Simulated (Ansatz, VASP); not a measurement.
## Two plane-wave programs on TiO2

The input INCAR:

```
SYSTEM = TiO2
PREC     = Accurate       ! precision mode
ENCUT    = 520            ! plane-wave cutoff, eV
EDIFF    = 1E-7           ! SCF threshold, eV
ISMEAR   = 0              ! smearing method
SIGMA    = 0.01           ! smearing width, eV
LREAL    = .FALSE.        ! projectors in reciprocal space
LASPH    = .TRUE.         ! aspherical terms in the spheres
NELM     = 80             ! most SCF steps
ALGO     = Normal         ! electronic algorithm
ISIF     = 2              ! what is computed and relaxed
LWAVE    = .FALSE.        ! write WAVECAR
LCHARG   = .FALSE.        ! write CHGCAR
GGA      = PS             ! functional
NBANDS   = 33             ! bands
```

File KPOINTS:

```
regular mesh
0
G
  6 6 4
  0 0 0
```

POSCAR

```
TiO2
1.0
    2.7060340000     -2.7066550000      0.0000000000
    2.7060340000      2.7066550000      0.0000000000
   -2.6335310000      0.0000000000      4.7966370000
Ti O
2 4
Direct
    0.1710644507      0.9028444507      0.2500000000
    0.8658900000      0.1341100000      0.7500000000
    0.3312210000      0.0887550000      0.6671490000
    0.6687790000      0.9112450000      0.3328510000
    0.9112450000      0.6687790000      0.8328510000
    0.0887550000      0.3312210000      0.1671490000
```

Input for Ansatz:

```yaml
crystal:
  lattice:
    - [2.706034, -2.706655, 0.0]
    - [2.706034, 2.706655, 0.0]
    - [-2.633531, 0.0, 4.796637]
  atoms:
    - { symbol: Ti, position: [0.17106445068317694, 0.902844450683177, 0.25] }
    - { symbol: Ti, position: [0.86589, 0.13411, 0.75] }
    - { symbol: O, position: [0.331221, 0.088755, 0.667149] }
    - { symbol: O, position: [0.668779, 0.911245, 0.332851] }
    - { symbol: O, position: [0.911245, 0.668779, 0.832851] }
    - { symbol: O, position: [0.088755, 0.331221, 0.167149] }
kpoints:
  mp_grid:
    grid: [6, 6, 4]
hamiltonian:
  xc: pbesol
scf:
  occupations:
    method: fixed
output:
  forces: true
```

Alike in both runs: task single point; functional PBEsol; k mesh 6 × 6 × 4; no spin polarisation.

|  | VASP | Ansatz |
| --- | --- | --- |
| version | VASP 6.6.1 | Ansatz 0.2.0 |
| potentials or method | VASP PAW PBE potentials, release 64 (Ti_sv, O) | plane waves, PAW |
| plane-wave cutoff (eV) | 520 | 420 |
| occupations | gaussian, width 0.01 eV | fixed |
| valence electrons in the cell | 48 | 48 |

|  | VASP | Ansatz | Ansatz less VASP |
| --- | --- | --- | --- |
| rms of the force components (eV/Å) | 0.381 | 0.356 | -0.0248 |

VASP's potentials were made for PBE, not for PBEsol. Atom by atom the forces differ by 0.033 eV/Å (rms over components).
